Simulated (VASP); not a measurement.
Here is a VASP 6.6.1 calculation.

The input INCAR:

```
SYSTEM = ScAl3
PREC = Accurate
ENCUT = 520
EDIFF = 1E-7
ISMEAR = 0
SIGMA = 0.15
LREAL = .False.
LASPH = .True.
NELM = 100
ALGO = Fast
ISIF = 2
LWAVE = .False.
LCHARG = .False.
GGA = PE
NBANDS = 18
```

KPOINTS

```
regular mesh
0
Gamma
  12 12 12
  0 0 0
```

POSCAR

```
ScAl3
1.0
    4.1053305968      0.0000000000      0.0000000000
    0.0000000000      4.1053305968      0.0513166325
    0.0000000000      0.0513166325      4.1053305968
Sc Al
1 3
Direct
    0.0000000000      0.0000000000      0.0000000000
    0.5000000000      0.0000000000      0.5000000000
    0.0000000000      0.5000000000      0.5000000000
    0.5000000000      0.5000000000      0.0000000000
```

Potentials or basis: VASP PAW PBE potentials, release 64 (Sc_sv, Al).

The run is started by

```sh
$ cat potpaw_PBE.64/Sc_sv/POTCAR potpaw_PBE.64/Al/POTCAR > POTCAR
$ mpirun -np 1 vasp_std > vasp.out
```

Problem. Predict the pressure.

Solution. 0.1 GPa.

Problem. Estimate the band gap on the k mesh.

Solution. Zero (bands 10 and 11 overlap by 3.76 eV).

Stress tensor (GPa, compression positive):
```
 0.03  0.00  0.00
 0.00  0.21 -1.77
 0.00 -1.77  0.21
```

Caveat: the cell differs from its parent crystal (strain +0.0250 x Voigt [0, 0, 0, 1, 0, 0]).
